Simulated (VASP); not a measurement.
**SrLa: relaxation of cell and atoms with LDA**

The system is SrLa.

```
CELL_PARAMETERS angstrom
4.58000 0.00000 0.00000
0.00000 4.58000 0.00000
0.00000 0.00000 4.58000
ATOMIC_POSITIONS crystal
La 0.00000 0.00000 0.00000
Sr 0.50000 0.50000 0.50000
```

| Quantity | Value |
| --- | --- |
| Program | VASP 6.6.1 |
| Task | relaxation of cell and atoms |
| Functional | LDA |
| Potentials or basis | VASP PAW LDA potentials, release 64 (La, Sr_sv) |
| Cutoff | 600 eV |
| k mesh | 5 × 5 × 5 |
| Occupations | gaussian, width 0.1 eV |
| Spin | no spin polarisation |
| Dipole correction | no |
| Further INCAR settings | ALGO = Normal; EDIFF = 1e-06; IBRION = 2; EDIFFG = -0.02; NSW = 60; ISIF = 3 |

The relaxed volume is 39.93 Å³/atom and the relaxed cell is a = 4.306 Å, b = 4.306 Å, c = 4.306 Å, α = 90.00°, β = 90.00°, γ = 90.00°. The space group after relaxing (to 0.05 Å) is Pm-3m (No. 221). The energy gained by relaxing is 94.7 meV/atom and the ionic steps are 3. The pressure after relaxing is -0.1 GPa.

Step by step:
| step | energy change (eV) | largest force (eV/Å) | pressure (GPa) | volume (Å³) |
| --- | --- | --- | --- | --- |
| 1 | 0.0000 | 0.0000 | -3.22 | 96.07 |
| 2 | -0.1779 | 0.0000 | -0.99 | 83.26 |
| 3 | -0.1894 | 0.0000 | -0.06 | 79.85 |

Final structure:
```
La Sr
1.0
     4.30620    0.00000    0.00000
     0.00000    4.30620    0.00000
     0.00000    0.00000    4.30620
La Sr
1 1
Direct
  0.00000 0.00000 0.00000
  0.50000 0.50000 0.50000
```

Levels at points of the mesh, in eV from the Fermi level:
| k point | band 8 | band 9 | band 10 | band 11 | band 12 | band 13 | band 14 |
| --- | --- | --- | --- | --- | --- | --- | --- |
| (0.00, 0.00, 0.00) | -16.62 | -3.59 | -1.21 | -1.21 | 1.19 | 1.19 | 1.19 |

Wall time 57 s on 1 thread of AMD EPYC 7R43 64-Core Processor (Zen 3) (shared host), peak memory 0.18 GiB.

Caveat: the volume moved by over 15 % at a fixed basis, so the end points are rough; spin-orbit coupling is left out, which moves the levels of the heavy elements.
